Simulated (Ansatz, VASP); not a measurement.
Bi in VASP and in Ansatz

```xyz
2
Lattice="2.2048 1.2729 3.9540 -2.2048 1.2729 3.9540 0.0000 -2.5459 3.9540" Properties=species:S:1:pos:R:3 pbc="T T T"
Bi    0.0000    0.0000    2.7744
Bi    0.0000    0.0000    9.0876
```

Change from the starting cell: equal xx and yy strain of -3 %, PAW files.

Alike in both runs: task electric field gradients; functional LDA; k mesh 11 × 11 × 11; occupations fermi-dirac, width 0.03 eV; no spin polarisation.

|  | VASP | Ansatz |
| --- | --- | --- |
| version | VASP 6.6.1 | Ansatz 0.2.0 |
| potentials or method | VASP PAW LDA potentials, release 64 (Bi_d) | PAW with Ansatz's default frozen-core files, scalar-relativistic |
| plane-wave cutoff (eV) | 400 | 420 |
| valence electrons in the cell | 30 | 30 |

Ansatz gave:

- pressure (GPa): 1.5
- traceless stress, the component that is largest in VASP (GPa): -0.88
- rms of the force components (eV/Å): 0.168
- size of Vzz on the site where it differs most (V/Å²): 10.5

**Question.** Estimate VASP's values.

**Answer.** Pressure (GPa): 1.5; traceless stress, the component that is largest in VASP (GPa): -0.90; rms of the force components (eV/Å): 0.184; size of Vzz on the site where it differs most (V/Å²): 9.1.

LDA's correlation is that of Perdew and Zunger in VASP and of Perdew and Wang (1992) in Ansatz. Atom by atom the forces differ by 0.016 eV/Å (rms over components).

Neither program's run includes spin-orbit coupling.
